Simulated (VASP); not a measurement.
# Al (Pm-3n) in VASP: notebook, part 2 of 2

VASP 6.6.1. Earlier steps stand in the parts before.

## Step 4: Relaxation of cell and atoms, PBEsol

INCAR

```
  PREC = Accurate
  ENCUT = 600
  EDIFF = 1E-7
  ISMEAR = -1
  SIGMA = 0.1
  LREAL = False
  LASPH = True
  NELM = 60
  ALGO = Normal
  ISIF = 3
  LWAVE = False
  LCHARG = False
  GGA = PS
  IBRION = 2
  NSW = 80
  EDIFFG = -0.01
```

KPOINTS

```
Automatic mesh
0
Gamma
  5 5 5
```

POSCAR

```
Al
1.0
    5.1021510852      0.0000000000      0.0000000000
    0.0000000000      5.1021510852      0.0000000000
    0.0000000000      0.0000000000      5.1021510852
Al
8
Direct
    0.0000000000      0.0000000000      0.0000000000
    0.5000000000      0.5000000000      0.5000000000
    0.2500000000      0.0000000000      0.5000000000
    0.7500000000      0.0000000000      0.5000000000
    0.5000000000      0.2500000000      0.0000000000
    0.5000000000      0.7500000000      0.0000000000
    0.0000000000      0.5000000000      0.2500000000
    0.0000000000      0.5000000000      0.7500000000
```

Potentials or basis: VASP PAW PBE potentials, release 64 (Al).

Run with:

```bash
cat potpaw_PBE.64/Al/POTCAR > POTCAR
mpirun -np 1 vasp_std > vasp.out
```

OUTCAR:

```text
PREC = Accurate
   ENCUT = 600
   EDIFF = 1E-7
   ISMEAR = -1
   LREAL = False
   LASPH = True
   NELM = 60
   ISIF = 3
   GGA = PS
   IBRION = 2
   NSW = 80
   EDIFFG = -0.01

 ion  position               nearest neighbor table
   1  0.000  0.000  0.000-   3 2.85   4 2.85   5 2.85   6 2.85   7 2.85   8 2.85   3 2.85   4 2.85
                             7 2.85   8 2.85   5 2.85   6 2.85
   2  0.500  0.500  0.500-   3 2.85   4 2.85   5 2.85   6 2.85   7 2.85   8 2.85   5 2.85   6 2.85
                             3 2.85   4 2.85   7 2.85   8 2.85
   3  0.250  0.000  0.500-   4 2.55   4 2.55   1 2.85   1 2.85   2 2.85   2 2.85   5 3.12   6 3.12
                             6 3.12   5 3.12   8 3.12   7 3.12   8 3.12   7 3.12
   4  0.750  0.000  0.500-   3 2.55   3 2.55   1 2.85   1 2.85   2 2.85   2 2.85   5 3.12   6 3.12
                             6 3.12   5 3.12   8 3.12   7 3.12   8 3.12   7 3.12
   5  0.500  0.250  0.000-   6 2.55   6 2.55   1 2.85   2 2.85   2 2.85   1 2.85   3 3.12   4 3.12
                             3 3.12   4 3.12   8 3.12   7 3.12   7 3.12   8 3.12
   6  0.500  0.750  0.000-   5 2.55   5 2.55   1 2.85   2 2.85   2 2.85   1 2.85   3 3.12   4 3.12
                             3 3.12   4 3.12   8 3.12   7 3.12   7 3.12   8 3.12
   7  0.000  0.500  0.250-   8 2.55   8 2.55   1 2.85   2 2.85   1 2.85   2 2.85   3 3.12   4 3.12
                             5 3.12   3 3.12   4 3.12   6 3.12   5 3.12   6 3.12
   8  0.000  0.500  0.750-   7 2.55   7 2.55   1 2.85   2 2.85   1 2.85   2 2.85   3 3.12   4 3.12
                             5 3.12   3 3.12   4 3.12   6 3.12   5 3.12   6 3.12

  LATTYP: Found a simple cubic cell.
 ALAT       =     5.1021510852

  Lattice vectors:

 A1 = (   5.1021510852,   0.0000000000,   0.0000000000)
 A2 = (   0.0000000000,   5.1021510852,   0.0000000000)
 A3 = (   0.0000000000,   0.0000000000,   5.1021510852)

Analysis of symmetry for initial positions (statically):
=====================================================================
 Subroutine PRICEL returns:
 Original cell was already a primitive cell.

 Routine SETGRP: Setting up the symmetry group for a
 simple cubic supercell.

 Subroutine GETGRP returns: Found 48 space group operations
 (whereof 24 operations were pure point group operations)
[... 147 lines left out ...]
 non-spin polarized calculation
  energy-cutoff  :      600.00
  volume of cell :      132.82
 maximum number of plane-waves:      4447
 NGX is ok and might be reduce to    42
   NGX = 21   NGY = 21   NGZ = 21

 number of electron      23.9999999 magnetization

 Free energy of the ion-electron system (eV)
  ---------------------------------------------------
  ext. energy  EPLUGINS =         0.00000000
  ---------------------------------------------------
  free energy    TOTEN  =       -32.06905034 eV

  energy without entropy =      -31.92416242  energy(sigma->0) =      -31.99660638

 E-fermi :   8.0080     XC(G=0): -10.2268

 val. band max:        8.0025684659   @ k =   0.4000   0.2000   0.2000
 cond. band min:       8.0201174514   @ k =   0.4000   0.2000   0.0000
 fundamental gap:      0.0175489855
 Fermi energy:         8.0079863491

 k-point     1 :       0.0000    0.0000    0.0000
  band No.  band energies     occupation
      1      -3.2088      2.00000
      2       2.1542      2.00000
      3       2.1606      2.00000
      4       2.1606      2.00000
      5       2.5574      2.00000
      6       2.5574      2.00000
[... 177 lines left out ...]
      4       0.6074      2.00000
      5       1.6885      2.00000
      6       1.6885      2.00000
[... 9 lines left out ...]
     16      10.8290      0.00000
     17      10.9747      0.00000

------------------------ aborting loop because EDIFF is reached ----------------------------------------

  FORCE on cell =-STRESS in cart. coord.  units (eV):
  Direction    XX          YY          ZZ          XY          YZ          ZX
  --------------------------------------------------------------------------------------
  -------------------------------------------------------------------------------------
  Total        0.0442842      0.0442842      0.0442842      0.0000000      0.0000000     -0.0000000
  in kB        0.5341949      0.5341949      0.5341949      0.0000000      0.0000000     -0.0000000
  external PRESSURE =       0.5341949 kB  Pullay stress =       0.0000000 kB

 VOLUME and BASIS-vectors are now :
 -----------------------------------------------------------------------------
  energy-cutoff  :      600.00
  volume of cell :      132.82
      direct lattice vectors                 reciprocal lattice vectors
     5.102151085  0.000000000  0.000000000     0.195995764  0.000000000  0.000000000
     0.000000000  5.102151085  0.000000000     0.000000000  0.195995764  0.000000000
     0.000000000  0.000000000  5.102151085     0.000000000  0.000000000  0.195995764

 POSITION                                       TOTAL-FORCE (eV/Angst)
 -----------------------------------------------------------------------------------
      0.00000      0.00000      0.00000         0.000000      0.000000     -0.000000
      2.55108      2.55108      2.55108         0.000000      0.000000     -0.000000
      1.27554      0.00000      2.55108        -0.000000     -0.000000      0.000000
      3.82661      0.00000      2.55108         0.000000     -0.000000      0.000000
      2.55108      1.27554      0.00000        -0.000000      0.000000      0.000000
      2.55108      3.82661      0.00000        -0.000000      0.000000     -0.000000
      0.00000      2.55108      1.27554         0.000000      0.000000     -0.000000
      0.00000      2.55108      3.82661        -0.000000      0.000000     -0.000000
 -----------------------------------------------------------------------------------
    total drift:                               -0.000000      0.000000      0.000000

  FREE ENERGIE OF THE ION-ELECTRON SYSTEM (eV)
  ---------------------------------------------------
  free  energy   TOTEN  =       -32.0690503387 eV

  energy  without entropy=      -31.9241624154  energy(sigma->0) =      -31.99660638

 reached required accuracy - stopping structural energy minimisation
```

OSZICAR:

```text
N       E                     dE             d eps       ncg     rms          rms(c)
DAV:   1     0.294288971888E+02    0.29429E+02   -0.93651E+03   340   0.125E+03
DAV:   2    -0.305950882677E+02   -0.60024E+02   -0.58725E+02   440   0.144E+02
DAV:   3    -0.323144260808E+02   -0.17193E+01   -0.16761E+01   428   0.221E+01
DAV:   4    -0.323301145668E+02   -0.15688E-01   -0.15513E-01   436   0.246E+00
DAV:   5    -0.323302395353E+02   -0.12497E-03   -0.12483E-03   427   0.222E-01    0.410E+00
DAV:   6    -0.321712266291E+02    0.15901E+00   -0.24677E-02   444   0.825E-01    0.235E+00
DAV:   7    -0.320699548226E+02    0.10127E+00   -0.55234E-02   400   0.123E+00    0.375E-01
DAV:   8    -0.320691139049E+02    0.84092E-03   -0.21256E-03   421   0.250E-01    0.582E-02
DAV:   9    -0.320690493050E+02    0.64600E-04   -0.15853E-04   459   0.631E-02    0.480E-02
DAV:  10    -0.320690518892E+02   -0.25842E-05   -0.68866E-06   412   0.157E-02    0.992E-03
DAV:  11    -0.320690509176E+02    0.97162E-06   -0.49494E-07   395   0.348E-03    0.326E-03
DAV:  12    -0.320690504220E+02    0.49560E-06   -0.11118E-07   216   0.160E-03    0.108E-03
DAV:  13    -0.320690503387E+02    0.83270E-07   -0.97425E-09   199   0.634E-04
   1 F= -.32069050E+02 E0= -.31996606E+02  d E =-.320691E+02
```

CONTCAR:

```text
Al
   1.00000000000000
     5.1021510852000000    0.0000000000000000    0.0000000000000000
     0.0000000000000000    5.1021510852000000    0.0000000000000000
     0.0000000000000000    0.0000000000000000    5.1021510852000000
  Al
     8
Direct
     0.0000000000000000    0.0000000000000000    0.0000000000000000
     0.5000000000000000    0.5000000000000000    0.5000000000000000
     0.2500000000000000    0.0000000000000000    0.5000000000000000
     0.7500000000000000    0.0000000000000000    0.5000000000000000
     0.5000000000000000    0.2500000000000000    0.0000000000000000
     0.5000000000000000    0.7500000000000000    0.0000000000000000
     0.0000000000000000    0.5000000000000000    0.2500000000000000
     0.0000000000000000    0.5000000000000000    0.7500000000000000

  0.00000000E+00  0.00000000E+00  0.00000000E+00
  0.00000000E+00  0.00000000E+00  0.00000000E+00
  0.00000000E+00  0.00000000E+00  0.00000000E+00
  0.00000000E+00  0.00000000E+00  0.00000000E+00
  0.00000000E+00  0.00000000E+00  0.00000000E+00
  0.00000000E+00  0.00000000E+00  0.00000000E+00
  0.00000000E+00  0.00000000E+00  0.00000000E+00
  0.00000000E+00  0.00000000E+00  0.00000000E+00
```

It took 60 s on 1 thread of Intel Xeon 8259CL, shared host; peak memory 0.24 GiB.

What came out:

| Item | Value |
| --- | --- |
| Free energy | -32.0691 eV |
| Pressure after relaxing | 0.1 GPa |
| Band gap on the k mesh | zero (band 12 reaches 9.89 eV, above the bottom of band 13 at 7.33 eV) |

Final structure:
```
CELL_PARAMETERS angstrom
5.10215 0.00000 0.00000
0.00000 5.10215 0.00000
0.00000 0.00000 5.10215
ATOMIC_POSITIONS crystal
Al 0.00000 0.00000 0.00000
Al 0.50000 0.50000 0.50000
Al 0.25000 0.00000 0.50000
Al 0.75000 0.00000 0.50000
Al 0.50000 0.25000 0.00000
Al 0.50000 0.75000 0.00000
Al 0.00000 0.50000 0.25000
Al 0.00000 0.50000 0.75000
```

Levels at points of the mesh, in eV from the Fermi level:
```tsv
k point	band 10	band 11	band 12	band 13	band 14	band 15
(0.00, 0.00, 0.00)	-0.82	-0.82	-0.82	0.09	0.09	0.09
```

Caveat: the relaxation stopped at its first step, so nothing moved; the PAW data sets were made with another functional, which shifts forces and pressure a little.

## Step 5: The runs side by side

| task | cell | k mesh | cutoff (eV) | gap on the mesh (eV) | pressure (GPa) |
| --- | --- | --- | --- | --- | --- |
| single point | as given | 5 × 5 × 5 | 520 | none | 0.1 |
| single point | as given | 7 × 7 × 7 | 520 | none | 0.1 |
| relaxation of cell and atoms | relaxed | 5 × 5 × 5 | 600 | none | 0.1 |

Alike in all rows: level PBEsol; potentials or basis VASP PAW PBE potentials, release 64 (Al); no spin polarisation; smearing fermi-dirac 0.1 eV.

Caveats: the PAW data sets were made with another functional, which shifts forces and pressure a little; the relaxation stopped at its first step, so nothing moved (some runs).

Absolute energies hang on the potentials; compare differences alone.
